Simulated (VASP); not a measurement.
# Sc4Al (P6_3/mmc) in VASP: single point with PBE

Aim: the single point of Sc4Al with PBE.

All numbers are computed with VASP 6.6.1; they aren't measurements. Logs are shortened: lines on timing, memory, paths and dates and some standing lists are left out, and cuts for length are marked.

### 1 The cell of the first run

It takes space group P6_3/mmc (No. 194, hexagonal). Conventional cell: a = 3.259 Å, b = 3.259 Å, c = 25.216 Å, α = 90.00°, β = 90.00°, γ = 120.00°. Sc (site symmetry 3m) has 3 Al at 3.02 Å and 9 Sc at 3.25 to 3.26 Å within 4.0 Å. Sc (site symmetry 3m) has 12 Sc at 3.20 to 3.26 Å within 4.2 Å. Within 4.0 Å of Al (site symmetry -6m2) lie 6 Sc at 3.02 Å and 6 Al at 3.26 Å.

### 2 Single point, PBE, collinear spin

Input file INCAR:

```
ALGO = Normal
EDIFF = 1E-7
ENCUT = 520
GGA = PE
ISIF = 2
ISMEAR = 0
ISPIN = 2
LASPH = True
LCHARG = True
LELF = True
LMAXMIX = 4
LORBIT = 11
LREAL = False
LVHAR = True
LWAVE = False
MAGMOM = 1 1 1 1 1 1 1 1 0 0
NBANDS = 62
NELM = 150
PREC = Accurate
SIGMA = 0.1
```

Input file KPOINTS:

```
k-points
0
Gamma
  6 6 1
```

Input file POSCAR:

```
Sc4Al
1.0
    3.2591066789      0.0000000000      0.0000000000
   -1.6295533395      2.8224691776      0.0000000000
    0.0000000000      0.0000000000     25.2161193964
Sc Al
8 2
Direct
    0.3333333333      0.6666666667      0.6562308512
    0.3333333333      0.6666666667      0.8437691488
    0.3333333333      0.6666666667      0.0512931313
    0.3333333333      0.6666666667      0.4487068687
    0.6666666667      0.3333333333      0.9487068687
    0.6666666667      0.3333333333      0.1562308512
    0.6666666667      0.3333333333      0.3437691488
    0.6666666667      0.3333333333      0.5512931313
    0.3333333333      0.6666666667      0.2500000000
    0.6666666667      0.3333333333      0.7500000000
```

Potentials or basis: VASP PAW PBE potentials, release 64 (Sc_sv, Al).

Command:

```bash
$ cat potpaw_PBE.64/Sc_sv/POTCAR potpaw_PBE.64/Al/POTCAR > POTCAR
$ mpirun -np 1 vasp_std > vasp.out
```

OUTCAR:

```text
EDIFF = 1E-7
   ENCUT = 520
   GGA = PE
   ISIF = 2
   ISMEAR = 0
   ISPIN = 2
   LASPH = True
   LORBIT = 11
   LREAL = False
   NELM = 150
   PREC = Accurate

 ion  position               nearest neighbor table
   1  0.333  0.667  0.656-  10 3.02  10 3.02  10 3.02   8 3.25   8 3.25   8 3.25
   2  0.333  0.667  0.844-  10 3.02  10 3.02  10 3.02   5 3.25   5 3.25   5 3.25
   3  0.333  0.667  0.051-   5 3.20   5 3.20   5 3.20   6 3.25   6 3.25   6 3.25
   4  0.333  0.667  0.449-   8 3.20   8 3.20   8 3.20   7 3.25   7 3.25   7 3.25
   5  0.667  0.333  0.949-   3 3.20   3 3.20   3 3.20   2 3.25   2 3.25   2 3.25
   6  0.667  0.333  0.156-   9 3.02   9 3.02   9 3.02   3 3.25   3 3.25   3 3.25
   7  0.667  0.333  0.344-   9 3.02   9 3.02   9 3.02   4 3.25   4 3.25   4 3.25
   8  0.667  0.333  0.551-   4 3.20   4 3.20   4 3.20   1 3.25   1 3.25   1 3.25
   9  0.333  0.667  0.250-   6 3.02   7 3.02   6 3.02   7 3.02   6 3.02   7 3.02
  10  0.667  0.333  0.750-   1 3.02   2 3.02   1 3.02   2 3.02   1 3.02   2 3.02

  LATTYP: Found a hexagonal cell.
 ALAT       =     3.2591066789
 C/A-ratio  =     7.7371261149

  Lattice vectors:

 A1 = (   3.2591066789,   0.0000000000,   0.0000000000)
 A2 = (  -1.6295533395,   2.8224691776,   0.0000000000)
 A3 = (   0.0000000000,   0.0000000000,  25.2161193964)

Analysis of symmetry for initial positions (statically):
=====================================================================
 Subroutine PRICEL returns:
 Original cell was already a primitive cell.

 Routine SETGRP: Setting up the symmetry group for a
 hexagonal supercell.

 Subroutine GETGRP returns: Found 24 space group operations
 (whereof 12 operations were pure point group operations)
 out of a pool of 24 trial point group operations.

The static configuration has the point symmetry D_3d.
 The point group associated with its full space group is D_6h.

Analysis of symmetry for dynamics (positions and initial velocities):
=====================================================================
 Subroutine PRICEL returns:
 Original cell was already a primitive cell.

 Routine SETGRP: Setting up the symmetry group for a
 hexagonal supercell.

 Subroutine GETGRP returns: Found 24 space group operations
 (whereof 12 operations were pure point group operations)
 out of a pool of 24 trial point group operations.

The dynamic configuration has the point symmetry D_3d.
 The point group associated with its full space group is D_6h.

Analysis of structural, dynamic, and magnetic symmetry:
[... 160 lines left out ...]
 val. band max:        4.1005042257   @ k =   0.1667   0.1667   0.0000
 cond. band min:       4.1255141680   @ k =   0.3333   0.3333   0.0000
 fundamental gap:      0.0250099423
 Fermi energy:         4.1127092375

 spin component 1

 k-point     1 :       0.0000    0.0000    0.0000
  band No.  band energies     occupation
      1     -45.2993      1.00000
      2     -45.2992      1.00000
      3     -45.2970      1.00000
      4     -45.2970      1.00000
      5     -45.2467      1.00000
      6     -45.2467      1.00000
[... 423 lines left out ...]
     58       4.8347      0.00000
     59       4.8437      0.00000
 Fermi energy:         4.1127092375

 spin component 2

 k-point     1 :       0.0000    0.0000    0.0000
  band No.  band energies     occupation
      1     -45.3286      1.00000
      2     -45.3286      1.00000
      3     -45.3284      1.00000
      4     -45.3283      1.00000
      5     -45.1602      1.00000
      6     -45.1602      1.00000
[... 423 lines left out ...]
     58       4.8980      0.00000
     59       4.9262      0.00000
 [bands above 59 left out]

------------------------ aborting loop because EDIFF is reached ----------------------------------------

  FORCE on cell =-STRESS in cart. coord.  units (eV):
  Direction    XX          YY          ZZ          XY          YZ          ZX
  --------------------------------------------------------------------------------------
  -------------------------------------------------------------------------------------
  Total        0.1533017      0.1533017      0.5137133     -0.0000000     -0.0000000      0.0000000
  in kB        1.0588918      1.0588918      3.5483412     -0.0000000     -0.0000000      0.0000000
  external PRESSURE =       1.8887083 kB  Pullay stress =       0.0000000 kB

 VOLUME and BASIS-vectors are now :
 -----------------------------------------------------------------------------
  energy-cutoff  :      520.00
  volume of cell :      231.96
      direct lattice vectors                 reciprocal lattice vectors
     3.259106679  0.000000000  0.000000000     0.306832546  0.177149853  0.000000000
    -1.629553339  2.822469178  0.000000000     0.000000000  0.354299706  0.000000000
     0.000000000  0.000000000 25.216119396     0.000000000  0.000000000  0.039657173

 POSITION                                       TOTAL-FORCE (eV/Angst)
 -----------------------------------------------------------------------------------
     -0.00000      1.88165     16.54760        -0.000000      0.000000      0.023475
     -0.00000      1.88165     21.27658        -0.000000      0.000000     -0.023475
     -0.00000      1.88165      1.29341        -0.000000     -0.000000     -0.003388
     -0.00000      1.88165     11.31465        -0.000000      0.000000      0.003388
      1.62955      0.94082     23.92271         0.000000      0.000000      0.003388
      1.62955      0.94082      3.93954         0.000000     -0.000000      0.023475
      1.62955      0.94082      8.66852         0.000000     -0.000000     -0.023475
      1.62955      0.94082     13.90147         0.000000      0.000000     -0.003388
     -0.00000      1.88165      6.30403         0.000000      0.000000      0.000000
      1.62955      0.94082     18.91209        -0.000000     -0.000000      0.000000
 -----------------------------------------------------------------------------------
    total drift:                               -0.000001      0.000000     -0.000000

  FREE ENERGIE OF THE ION-ELECTRON SYSTEM (eV)
  ---------------------------------------------------
  free  energy   TOTEN  =       -58.1924265821 eV

  energy  without entropy=      -58.1175708644  energy(sigma->0) =      -58.15499872

 total charge

# of ion       s       p       d       tot
------------------------------------------
    1        2.256   6.129   0.986   9.371
    2        2.256   6.129   0.986   9.371
    3        2.278   6.107   1.018   9.403
    4        2.278   6.107   1.018   9.403
    5        2.278   6.107   1.018   9.403
    6        2.256   6.129   0.986   9.371
    7        2.256   6.129   0.986   9.371
    8        2.278   6.107   1.018   9.403
    9        0.451   0.320   0.000   0.771
   10        0.451   0.320   0.000   0.771
--------------------------------------------------
tot         19.036  49.583   8.017  76.636

 magnetization (x)

# of ion       s       p       d       tot
------------------------------------------
    1        0.000  -0.002  -0.040  -0.041
    2        0.000  -0.002  -0.040  -0.041
    3        0.001   0.023   0.099   0.122
    4        0.001   0.023   0.099   0.122
    5        0.001   0.023   0.099   0.122
    6        0.000  -0.002  -0.040  -0.041
    7        0.000  -0.002  -0.040  -0.041
    8        0.001   0.023   0.099   0.122
    9        0.001  -0.002   0.000  -0.001
   10        0.001  -0.002   0.000  -0.001
--------------------------------------------------
tot          0.006   0.082   0.235   0.323
```

stdout:

```text
POSCAR found type information on POSCAR ScAl
 POSCAR found :  2 types and      10 ions
 scaLAPACK will be used
 LDA part: xc-table for (Slater+PW92), standard interpolation
 POSCAR, INCAR and KPOINTS ok, starting setup
 FFT: planning ... GRIDC
 FFT: planning ... GRID_SOFT
 FFT: planning ... GRID
 WAVECAR not read
 entering main loop
```

Run time: 5.8 min. Hardware: 1 thread of AMD EPYC 9R45 (Zen 5), shared host; peak memory 0.46 GiB.

What came out:

```
Free energy                                           : -58.1924 eV
Pressure                                              : 0.2 GPa
Largest force                                         : 0.023 eV/Å
Net moment                                            : 0.63 μB per cell
Site moments                                          : Sc -0.04, +0.12 (each value once); Al -0.00 μB
Valence electrons inside the program's atomic spheres : Sc 9.37, 9.40 (each value once); Al 0.77
```

Forces in eV/Å, atoms in the order of the input:
```
Sc   0.000  0.000  0.023
Sc   0.000  0.000 -0.023
Sc   0.000  0.000 -0.003
Sc   0.000  0.000  0.003
Sc   0.000  0.000  0.003
Sc   0.000  0.000  0.023
Sc   0.000  0.000 -0.023
Sc   0.000  0.000 -0.003
Al   0.000  0.000  0.000
Al   0.000  0.000  0.000
```

Stress tensor (GPa, compression positive):
```
0.11 0.00 0.00
0.00 0.11 0.00
0.00 0.00 0.35
```

Caveat: the k points lie up to 0.37 Å⁻¹ apart; a moment this small can come from the mesh or the smearing.
